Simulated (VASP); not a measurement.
Write the native input for VASP 6.6.1 that does the following.

```
Task                   : single point
Functional             : r2SCAN
Potentials or basis    : VASP PAW PBE potentials, release 64 (Cd, Se)
Cutoff                 : 550 eV
k mesh                 : 5 × 5 × 3
Occupations            : fermi-dirac, width 0.02 eV
Spin                   : no spin polarisation
Dipole correction      : no
Further INCAR settings : ALGO = Normal; EDIFF = 1e-06; NBANDS = 26
```

CdSe:

```
CELL_PARAMETERS angstrom
4.34300 0.00000 0.00000
-2.17150 3.76115 0.00000
0.00000 0.00000 7.02000
ATOMIC_POSITIONS crystal
Cd 0.33333 0.66667 0.00000
Cd 0.66667 0.33333 0.50000
Se 0.33333 0.66667 0.38500
Se 0.66667 0.33333 0.88500
```

These files were run (other wordings do the same):

POSCAR

```
CdSe
1.0
    4.3430000000      0.0000000000      0.0000000000
   -2.1715000000      3.7611480900      0.0000000000
    0.0000000000      0.0000000000      7.0200000000
Cd Se
2 2
Direct
    0.3333333333      0.6666666667      0.0000000000
    0.6666666667      0.3333333333      0.5000000000
    0.3333333333      0.6666666667      0.3850000000
    0.6666666667      0.3333333333      0.8850000000
```

INCAR.step1

```
SYSTEM = CdSe
PREC = Accurate
ENCUT = 550
ISMEAR = -1
SIGMA = 0.02
LREAL = .FALSE.
LASPH = .TRUE.
NELM = 120
NBANDS = 26
GGA = PE
ALGO = Normal
EDIFF = 1E-5
LWAVE = .TRUE.
LCHARG = .FALSE.
GGA_COMPAT = .FALSE.
```

INCAR.step2

```
SYSTEM = CdSe
PREC = Accurate
ENCUT = 550
EDIFF = 1E-6
ISMEAR = -1
SIGMA = 0.02
LREAL = .FALSE.
LASPH = .TRUE.
NELM = 120
ALGO = Normal
ISIF = 2
LWAVE = .FALSE.
LCHARG = .FALSE.
METAGGA = R2SCAN
LMIXTAU = .TRUE.
NBANDS = 26
ISTART = 1
GGA_COMPAT = .FALSE.
```

KPOINTS

```
regular mesh
0
G
  5 5 3
  0 0 0
```

Potentials or basis: VASP PAW PBE potentials, release 64 (Cd, Se).

Run with:

```console
$ cat potpaw_PBE.64/Cd/POTCAR potpaw_PBE.64/Se/POTCAR > POTCAR
$ cp INCAR.step1 INCAR
$ mpirun -np 1 vasp_std > vasp.out
$ cp INCAR.step2 INCAR
$ mpirun -np 1 vasp_std > vasp.out
```

Results of the run:

```yaml
Pressure: 0.7 GPa
Largest_force: 0.210 eV/Å
Band_gap_on_the_k_mesh: 1.12 eV
```

Caveat: the PAW data sets were made with another functional, which shifts forces and pressure a little.

It took 4.2 min on 1 thread of AMD EPYC 7R43 64-Core Processor (Zen 3), on a shared host, peak memory 0.24 GiB.
